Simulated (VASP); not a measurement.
A run of VASP 6.6.1:

The input POSCAR:

```
BAs
1.0
    0.0000000000      2.3885000000      2.3885000000
    2.3885000000      0.0000000000      2.3885000000
    2.3885000000      2.3885000000      0.0000000000
As B
1 1
Direct
    0.7500000000      0.7500000000      0.7500000000
    0.0000000000      0.0000000000      0.0000000000
```

INCAR.step1

```
PREC     = Accurate       # precision mode
ENCUT    = 520            # plane-wave cutoff, eV
EDIFF    = 1E-5           # SCF threshold, eV
ISMEAR   = -1             # smearing method
SIGMA    = 0.05           # smearing width, eV
LREAL    = F              # projectors in reciprocal space
LASPH    = T              # aspherical terms in the spheres
NELM     = 60             # most SCF steps
ALGO     = Normal         # electronic algorithm
ISIF     = 2              # what is computed and relaxed
LWAVE    = T              # write WAVECAR
GGA      = PE             # functional
NBANDS   = 11             # bands
```

File INCAR.step2:

```
PREC     = Accurate       # precision mode
ENCUT    = 520            # plane-wave cutoff, eV
EDIFF    = 1E-7           # SCF threshold, eV
ISMEAR   = -1             # smearing method
SIGMA    = 0.05           # smearing width, eV
LREAL    = F              # projectors in reciprocal space
LASPH    = T              # aspherical terms in the spheres
NELM     = 60             # most SCF steps
ALGO     = Normal         # electronic algorithm
ISIF     = 2              # what is computed and relaxed
LWAVE    = F              # write WAVECAR
LCHARG   = T              # write CHGCAR
GGA      = B5             # functional
LHFCALC  = T              # exact exchange
AEXX     = 0.2            # exact-exchange fraction
AGGAX    = 0.72         
AGGAC    = 0.81         
ALDAC    = 0.19         
PRECFOCK = Normal       
LELF     = T              # ELF
LVHAR    = T            
ISTART   = 1            
NBANDS   = 11             # bands
```

Contents of KPOINTS:

```
regular mesh
0
Gamma
  5 5 5
```

Potentials or basis: VASP PAW PBE potentials, release 64 (As, B).

Launch:

```sh
$ cat potpaw_PBE.64/As/POTCAR potpaw_PBE.64/B/POTCAR > POTCAR
$ cp INCAR.step1 INCAR
$ mpirun -np 1 vasp_std > vasp.out
$ cp INCAR.step2 INCAR
$ mpirun -np 1 vasp_std > vasp.out
```

Hardware: 1 thread of AMD EPYC 7R13 Processor (Zen 3), with other jobs on the host.

**Question.** How long does it take, and how much memory?

**Answer.** Run time: 3.6 min on 1 thread of AMD EPYC 7R13 Processor (Zen 3), with other jobs on the host, peak memory 0.14 GiB. Counts: k points 10.
